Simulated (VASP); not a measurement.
Runs of VASP 6.6.1 on Be. The structure is that of space group P6_3/mmc (No. 194), or close to it. The cells are those of the table. 

```csv
task,cell,cutoff (eV),gap on the mesh (eV),pressure (GPa)
single point,"a = 1.863, b = 1.863, c = 2.991 Å, angles 90.0, 90.0, 120.0°, 2 atoms",520,none,(a)
relaxation of cell and atoms,"relaxed to 160 GPa from a = 1.863, b = 1.863, c = 2.991 Å, angles 90.0, 90.0, 120.0°, 2 atoms",600,none,160.0
relaxation of cell and atoms,"relaxed to 160 GPa from a = 1.859, b = 1.859, c = 3.012 Å, angles 90.0, 90.0, 120.0°, 2 atoms",600,none,159.9
single point,"a = 1.863, b = 1.863, c = 2.990 Å, angles 90.0, 90.0, 120.0°, 2 atoms",520,none,162.2
```

Alike in all rows: level LDA; potentials or basis VASP PAW LDA potentials, release 64 (Be); no spin polarisation; k mesh 23 × 23 × 13; smearing fermi-dirac 0.05 eV.

Q: Estimate the missing entries.

A: (a) 161.9.

Caveats: the cell is relaxed towards a set pressure, so the enthalpy falls and the energy may rise (some runs).

A gap of «none» marks levels without a gap at the run's occupations.
